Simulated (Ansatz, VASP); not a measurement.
## SiGe in VASP and in Ansatz

The input INCAR:

```
SYSTEM = SiGe
PREC = Accurate
ENCUT = 520
EDIFF = 1E-6
ISMEAR = 0
SIGMA = 0.03
LREAL = .False.
LASPH = .True.
NELM = 60
ALGO = Normal
ISIF = 2
LWAVE = .False.
LCHARG = .True.
GGA = PS
LELF = .True.
LVHAR = .True.
NBANDS = 26
```

The input KPOINTS:

```
Automatic mesh
0
Gamma
  12 12 6
  0 0 0
```

Contents of POSCAR:

```
SiGe
1.0
    3.9044512986      0.0000000000      0.0000000000
   -1.9522256493      3.3813540124      0.0000000000
    0.0000000000      0.0000000000      6.4507830000
Si Ge
2 2
Direct
    0.6666666667      0.3333333333      0.9133619852
    0.3333333333      0.6666666667      0.4133619852
    0.6666666667      0.3333333333      0.5003920000
    0.3333333333      0.6666666667      0.0003920000
```

Input for Ansatz:

```yaml
crystal:
  lattice:
    - [3.9044512986, 0.0, 0.0]
    - [-1.9522256493, 3.3813540124, 0.0]
    - [0.0, 0.0, 6.450783]
  atoms:
    - { symbol: Si, position: [0.6666666667, 0.3333333333, 0.9133619852] }
    - { symbol: Si, position: [0.3333333333, 0.6666666667, 0.4133619852] }
    - { symbol: Ge, position: [0.6666666667, 0.3333333333, 0.500392] }
    - { symbol: Ge, position: [0.3333333333, 0.6666666667, 0.000392] }
basis:
  ecutwfc: 420
kpoints:
  mp_grid: { grid: [12, 12, 6] }
hamiltonian:
  xc: pbesol
scf:
  occupations: { method: gaussian, width: 0.03 }
output:
  forces: true
  stress: true
  eigenvalues: true
```

Change from the starting cell: all Si atoms moved +0.250 Å, as atom 1 along Cartesian [0 0 1].

Alike in both runs: task single point; functional PBEsol; k mesh 12 × 12 × 6; occupations gaussian, width 0.03 eV; no spin polarisation.

|  | VASP | Ansatz |
| --- | --- | --- |
| version | VASP 6.6.1 | Ansatz 0.2.0 |
| potentials or method | VASP PAW PBE potentials, release 64 (Si, Ge_d), cutoff 520 eV | scalar-relativistic, plane waves, PAW |
| valence electrons in the cell | 36 | 36 |

```csv
,VASP,Ansatz,Ansatz less VASP
gap on the k mesh at the Fermi level (eV),none,none,-
pressure (GPa),1.3,1.3,+0.02
"traceless stress, the component that is largest in VASP (GPa)",-7.00,-7.03,-0.032
rms of the force components (eV/Å),1.075,1.078,+0.0026
```

VASP's potentials were made for PBE, not for PBEsol. Atom by atom the forces differ by 0.003 eV/Å (rms over components). A gap of «none» marks a metal or a gap that the smearing closes. The functional is the same, so the differences come from potentials, cutoffs and numerics.
